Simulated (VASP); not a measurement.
# AlPt (P2_13) in VASP: single point with r2SCAN

Aim: the single point of AlPt with r2SCAN.

Program: VASP 6.6.1. These are calculated values, not measurements. Logs are shortened: lines on timing, memory, paths and dates and some standing lists are left out, and cuts for length are marked.

### 1 The cell of the first run

It takes space group P2_13 (No. 198, cubic). The conventional cell has a = 4.878 Å, b = 4.878 Å, c = 4.878 Å, α = 90.00°, β = 90.00°, γ = 90.00°. Al (site symmetry 3) has 7 Pt at 2.60 to 2.63 Å and 6 Al at 3.02 Å within 3.4 Å. Pt (site symmetry 3) has 7 Al at 2.60 to 2.63 Å and 6 Pt at 3.02 Å within 3.4 Å.

### 2 Single point, r2SCAN

Input file POSCAR:

```
AlPt
1.0
    4.8782027729      0.0000000000      0.0000000000
    0.0000000000      4.8782027729      0.0000000000
    0.0000000000      0.0000000000      4.8782027729
Al Pt
4 4
Direct
    0.8441405610      0.8441405610      0.8441405610
    0.6558594390      0.1558594390      0.3441405610
    0.3441405610      0.6558594390      0.1558594390
    0.1558594390      0.3441405610      0.6558594390
    0.1549655991      0.1549655991      0.1549655991
    0.3450344009      0.8450344009      0.6549655991
    0.6549655991      0.3450344009      0.8450344009
    0.8450344009      0.6549655991      0.3450344009
```

Input file INCAR.step1:

```
SYSTEM = AlPt
PREC = Accurate ; ENCUT = 520
ISMEAR = 0 ; SIGMA = 0.05
LREAL = .FALSE. ; LASPH = .TRUE.
NELM = 100 ; NBANDS = 36
GGA = PE ; ALGO = Normal
EDIFF = 1E-4 ; LWAVE = .TRUE.
LCHARG = .FALSE.
```

Input file INCAR.step2:

```
SYSTEM = AlPt
PREC = Accurate ; ENCUT = 520
EDIFF = 1E-6 ; ISMEAR = 0
SIGMA = 0.05 ; LREAL = .FALSE.
LASPH = .TRUE. ; NELM = 100
ALGO = Normal ; ISIF = 2
LWAVE = .FALSE. ; LCHARG = .TRUE.
METAGGA = R2SCAN ; LMIXTAU = .TRUE.
LELF = .TRUE. ; LVHAR = .TRUE.
NBANDS = 36 ; ISTART = 1
```

Input file KPOINTS:

```
Automatic mesh
0
G
  8 8 8
  0 0 0
```

Potentials or basis: VASP PAW PBE potentials, release 64 (Al, Pt).

Launch:

```bash
$ cat potpaw_PBE.64/Al/POTCAR potpaw_PBE.64/Pt/POTCAR > POTCAR
$ cp INCAR.step1 INCAR
$ mpirun -np 1 vasp_std > vasp.out
$ cp INCAR.step2 INCAR
$ mpirun -np 1 vasp_std > vasp.out
```

OUTCAR:

```text
SYSTEM = AlPt
   PREC = Accurate
   ENCUT = 520
   EDIFF = 1E-6
   ISMEAR = 0
   LREAL = .FALSE.
   LASPH = .TRUE.
   NELM = 100
   ISIF = 2
   METAGGA = R2SCAN
   ISTART = 1

 ion  position               nearest neighbor table
   1  0.844  0.844  0.844-   6 2.60   7 2.60   8 2.60   6 2.61   7 2.61   8 2.61   5 2.63   3 3.02
                             4 3.02   2 3.02   2 3.02   4 3.02   3 3.02
   2  0.656  0.156  0.344-   5 2.60   7 2.60   8 2.60   7 2.61   8 2.61   5 2.61   6 2.63   1 3.02
                             1 3.02   3 3.02   3 3.02   4 3.02   4 3.02
   3  0.344  0.656  0.156-   5 2.60   6 2.60   8 2.60   8 2.61   6 2.61   5 2.61   7 2.63   1 3.02
                             4 3.02   2 3.02   2 3.02   4 3.02   1 3.02
   4  0.156  0.344  0.656-   5 2.60   6 2.60   7 2.60   6 2.61   5 2.61   7 2.61   8 2.63   1 3.02
                             3 3.02   2 3.02   1 3.02   2 3.02   3 3.02
   5  0.155  0.155  0.155-   2 2.60   3 2.60   4 2.60   2 2.61   3 2.61   4 2.61   1 2.63   6 3.02
                             7 3.02   8 3.02   6 3.02   8 3.02   7 3.02
   6  0.345  0.845  0.655-   1 2.60   3 2.60   4 2.60   3 2.61   4 2.61   1 2.61   2 2.63   8 3.02
                             5 3.02   5 3.02   7 3.02   7 3.02   8 3.02
   7  0.655  0.345  0.845-   1 2.60   2 2.60   4 2.60   4 2.61   2 2.61   1 2.61   3 2.63   8 3.02
                             5 3.02   8 3.02   6 3.02   6 3.02   5 3.02
   8  0.845  0.655  0.345-   1 2.60   2 2.60   3 2.60   2 2.61   1 2.61   3 2.61   4 2.63   7 3.02
                             5 3.02   7 3.02   5 3.02   6 3.02   6 3.02

  LATTYP: Found a simple cubic cell.
 ALAT       =     4.8782027729

  Lattice vectors:

 A1 = (   4.8782027729,   0.0000000000,   0.0000000000)
 A2 = (   0.0000000000,   4.8782027729,   0.0000000000)
 A3 = (   0.0000000000,   0.0000000000,   4.8782027729)

Analysis of symmetry for initial positions (statically):
=====================================================================
 Subroutine PRICEL returns:
 Original cell was already a primitive cell.

 Routine SETGRP: Setting up the symmetry group for a
 simple cubic supercell.

 Subroutine GETGRP returns: Found 12 space group operations
 (whereof  3 operations were pure point group operations)
 out of a pool of 48 trial point group operations.

The static configuration has the point symmetry C_3 .
 The point group associated with its full space group is T   .

Analysis of symmetry for dynamics (positions and initial velocities):
=====================================================================
 Subroutine PRICEL returns:
 Original cell was already a primitive cell.

 Routine SETGRP: Setting up the symmetry group for a
 simple cubic supercell.

 Subroutine GETGRP returns: Found 12 space group operations
 (whereof  3 operations were pure point group operations)
 out of a pool of 48 trial point group operations.

The dynamic configuration has the point symmetry C_3 .
 The point group associated with its full space group is T   .

 Subroutine INISYM returns: Found 12 space group operations
 (whereof  3 operations are pure point group operations),
 and found     1 'primitive' translations

----------------------------------------------------------------------------------------

                                     Primitive cell

  volume of cell :     116.0859

  direct lattice vectors                    reciprocal lattice vectors
     4.878202773  0.000000000  0.000000000     0.204993529  0.000000000  0.000000000
     0.000000000  4.878202773  0.000000000     0.000000000  0.204993529  0.000000000
     0.000000000  0.000000000  4.878202773     0.000000000  0.000000000  0.204993529

  length of vectors
     4.878202773  4.878202773  4.878202773     0.204993529  0.204993529  0.204993529

  position of ions in fractional coordinates (direct lattice)
     0.844140561  0.844140561  0.844140561
     0.655859439  0.155859439  0.344140561
     0.344140561  0.655859439  0.155859439
     0.155859439  0.344140561  0.655859439
     0.154965599  0.154965599  0.154965599
     0.345034401  0.845034401  0.654965599
     0.654965599  0.345034401  0.845034401
     0.845034401  0.654965599  0.345034401

  ion indices of the primitive-cell ions
   primitive index   ion index
                 1           1
                 2           2
                 3           3
                 4           4
                 5           5
                 6           6
                 7           7
                 8           8

----------------------------------------------------------------------------------------

 KPOINTS: Automatic mesh

Automatic generation of k-mesh.
 Grid dimensions read from file:
 generate k-points for:    8    8    8

 Generating k-lattice:

  Cartesian coordinates                     Fractional coordinates (reciprocal lattice)
     0.025624191  0.000000000  0.000000000     0.125000000  0.000000000  0.000000000
     0.000000000  0.025624191  0.000000000     0.000000000  0.125000000  0.000000000
     0.000000000  0.000000000  0.025624191     0.000000000  0.000000000  0.125000000

  Length of vectors
     0.025624191  0.025624191  0.025624191

  Shift w.r.t. Gamma in fractional coordinates (k-lattice)
     0.000000000  0.000000000  0.000000000

 Subroutine IBZKPT returns following result:
 ===========================================

 Found     45 irreducible k-points:

 Following reciprocal coordinates:
            Coordinates               Weight
  0.000000  0.000000  0.000000      1.000000
  0.125000  0.000000  0.000000      6.000000
  0.250000  0.000000  0.000000      6.000000
  0.375000  0.000000  0.000000      6.000000
  0.500000  0.000000  0.000000      3.000000
  0.125000  0.125000  0.000000     12.000000
[... 16 lines left out ...]
  0.250000  0.125000  0.125000     24.000000
  0.375000  0.125000  0.125000     24.000000
 [... further k-points ...]
   k-points           NKPTS =     45   k-points in BZ     NKDIM =     45   number of bands    NBANDS=     36
   number of dos      NEDOS =    301   number of ions     NIONS =      8
   total plane-waves  NPLWV =  46656
   dimension x,y,z NGX =    36 NGY =   36 NGZ =   36
   dimension x,y,z NGXF=    72 NGYF=   72 NGZF=   72
   ions per type =               4   4
   NGX,Y,Z   is equivalent  to a cutoff of  12.27, 12.27, 12.27 a.u.
   NGXF,Y,Z  is equivalent  to a cutoff of  24.54, 24.54, 24.54 a.u.
 SYSTEM =  AlPt
   PREC   = accura    normal or accurate (medium, high low for compatibility)
   ISTART =      1    job   : 0-new  1-cont  2-samecut
   ICHARG =      0    charge: 1-file 2-atom 10-const
   ISPIN  =      1    spin polarized calculation?
   LNONCOLLINEAR =      F non collinear calculations
   LSORBIT =      F    spin-orbit coupling
   LASPH  =      T    aspherical Exc in radial PAW
   ENCUT  =  520.0 eV  38.22 Ry    6.18 a.u.   9.07  9.07  9.07*2*pi/ulx,y,z
   NELM   =    100;   NELMIN=  2; NELMDL=  0     # of ELM steps
   EDIFF  = 0.1E-05   stopping-criterion for ELM
   LREAL  =      F    real-space projection
   EDIFFG = 0.1E-04   stopping-criterion for IOM
   NSW    =      0    number of steps for IOM
   IBRION =     -1    ionic relax: 0-MD 1-quasi-New 2-CG
   NFREE  =      0    steps in history (QN), initial steepest desc. (CG)
   ISIF   =      2    stress and relaxation
   ISYM   =      2    0-nonsym 1-usesym 2-fastsym
   POTIM  = 0.5000    time-step for ionic-motion
   TEBEG  =    0.0;   TEEND  =   0.0 temperature during run
   PSTRESS=    0.0 pullay stress
   NELECT =      52.0000    total number of electrons
   NUPDOWN=      -1.0000    fix difference up-down
   EMIN   =  10.00;   EMAX   =-10.00  energy-range for DOS
   EFERMI =   0.00;   METHOD = LEGACY
   ISMEAR =     0;   SIGMA  =   0.05  broadening in eV -4-tet -1-fermi 0-gaus
   EFERMI_NEDOS =   21; number of points for ismear=-14 and -15
   IALGO  =     38    algorithm
   IMIX   =      4    mixing-type and parameters
     AMIX     =   0.40;   BMIX     =  1.00
     AMIX_MAG =   1.60;   BMIX_MAG =  1.00
  volume/ion in A,a.u.               =      14.51        97.92
  Fermi-wavevector in a.u.,A,eV,Ry     =   1.252611  2.367091 21.347996  1.569033
  Thomas-Fermi vector in A             =   2.386503
   LORBIT       =      0    0 simple, 1 ext, 2 COOP (PROOUT), +10 PAW based schemes
   METAGGA = R2SCAN    functional components
   LHFCALC =     F    Hartree Fock is set to
   AEXX    =    0.0000 exact exchange contribution
   IVDW    =     0    specifies the selected vdW correction
   LEPSILON=     F    determine dielectric tensor
   LRPA    =     F    only Hartree local field effects (RPA)
 non-spin polarized calculation
 Gauss-broadening in eV      SIGMA  =   0.05
  energy-cutoff  :      520.00
  volume of cell :      116.09
 maximum number of plane-waves:      3178
   NGX = 19   NGY = 19   NGZ = 19

 number of electron      51.9999993 magnetization

 Free energy of the ion-electron system (eV)
  ---------------------------------------------------
  ext. energy  EPLUGINS =         0.00000000
  ---------------------------------------------------
  free energy    TOTEN  =      -241.92382089 eV

  energy without entropy =     -241.92148848  energy(sigma->0) =     -241.92265468

 E-fermi :  10.3587     XC(G=0): -13.1732

 val. band max:       10.3539959318   @ k =   0.3750   0.3750   0.0000
 cond. band min:      10.3904354748   @ k =   0.5000   0.3750   0.3750
 fundamental gap:      0.0364395430
 Fermi energy:        10.3586990807

 k-point     1 :       0.0000    0.0000    0.0000
  band No.  band energies     occupation
      1      -1.3759      2.00000
      2       3.1545      2.00000
      3       3.1545      2.00000
      4       3.1545      2.00000
      5       4.6661      2.00000
      6       4.6661      2.00000
[... 28 lines left out ...]
     35      15.9080      0.00000
     36      15.9080      0.00000

 k-point     2 :       0.1250    0.0000    0.0000
  band No.  band energies     occupation
      1      -1.2549      2.00000
      2       2.8372      2.00000
      3       3.1829      2.00000
      4       3.2877      2.00000
      5       4.5158      2.00000
      6       4.6083      2.00000
[... 28 lines left out ...]
     35      16.1286      0.00000
     36      16.5881      0.00000
[... 817 lines left out ...]
     35      16.3692      0.00000
     36      16.9372      0.00000

 k-point    24 :       0.3750    0.1250    0.1250
  band No.  band energies     occupation
      1      -0.0958      2.00000
      2       1.5109      2.00000
      3       3.1521      2.00000
      4       3.4652      2.00000
      5       3.9476      2.00000
      6       4.2804      2.00000
[... 28 lines left out ...]
     35      16.4427      0.00000
     36      17.6368      0.00000

 [... further k-points ...]
[... 5 lines left out ...]
  --------------------------------------------------------------------------------------
  -------------------------------------------------------------------------------------
  Total       -0.1001854     -0.1001854     -0.1001854      0.0000000     -0.0000000      0.0000000
  in kB       -1.3827234     -1.3827234     -1.3827234      0.0000000     -0.0000000      0.0000000
  external PRESSURE =      -1.3827234 kB  Pullay stress =       0.0000000 kB

 VOLUME and BASIS-vectors are now :
 -----------------------------------------------------------------------------
  energy-cutoff  :      520.00
  volume of cell :      116.09
      direct lattice vectors                 reciprocal lattice vectors
     4.878202773  0.000000000  0.000000000     0.204993529  0.000000000  0.000000000
     0.000000000  4.878202773  0.000000000     0.000000000  0.204993529  0.000000000
     0.000000000  0.000000000  4.878202773     0.000000000  0.000000000  0.204993529

 POSITION                                       TOTAL-FORCE (eV/Angst)
 -----------------------------------------------------------------------------------
      4.11789      4.11789      4.11789         0.002150      0.002150      0.002150
      3.19942      0.76031      1.67879        -0.002150     -0.002150      0.002150
      1.67879      3.19942      0.76031         0.002150     -0.002150     -0.002150
      0.76031      1.67879      3.19942        -0.002150      0.002150     -0.002150
      0.75595      0.75595      0.75595         0.001050      0.001050      0.001050
      1.68315      4.12225      3.19506        -0.001050     -0.001050      0.001050
      3.19506      1.68315      4.12225         0.001050     -0.001050     -0.001050
      4.12225      3.19506      1.68315        -0.001050      0.001050     -0.001050
 -----------------------------------------------------------------------------------
    total drift:                               -0.000000     -0.000000      0.000000

  FREE ENERGIE OF THE ION-ELECTRON SYSTEM (eV)
  ---------------------------------------------------
  free  energy   TOTEN  =      -241.9238208883 eV

  energy  without entropy=     -241.9214884791  energy(sigma->0) =     -241.92265468
```

Run time: 4.5 min. Hardware: 1 thread of AMD EPYC 9R45 (Zen 5), shared host; peak memory 0.28 GiB.

Results:

* Free energy: -241.9238 eV
* Pressure: -0.1 GPa
* Largest force: 0.004 eV/Å
* Band gap on the k mesh: zero (band 26 reaches 10.74 eV, above the bottom of band 27 at 9.54 eV)

Forces in eV/Å, atoms in the order of the input:
```
Al   0.002  0.002  0.002
Al  -0.002 -0.002  0.002
Al   0.002 -0.002 -0.002
Al  -0.002  0.002 -0.002
Pt   0.001  0.001  0.001
Pt  -0.001 -0.001  0.001
Pt   0.001 -0.001 -0.001
Pt  -0.001  0.001 -0.001
```

Levels at points of the mesh, in eV from the Fermi level:
```csv
k point,band 24,band 25,band 26,band 27,band 28,band 29
"(0.00, 0.00, 0.00)",-1.83,-0.21,-0.21,-0.21,4.55,4.55
"(0.50, 0.00, 0.00)",-1.56,-0.70,-0.70,1.34,1.34,2.98
"(0.50, 0.50, 0.00)",-2.30,0.39,0.39,1.44,1.44,3.05
"(0.50, 0.50, 0.50)",-2.59,-0.82,-0.82,-0.82,-0.82,7.12
```

Caveat: the PAW data sets were made with another functional, which shifts forces and pressure a little; spin-orbit coupling is left out, which moves the levels of the heavy elements.
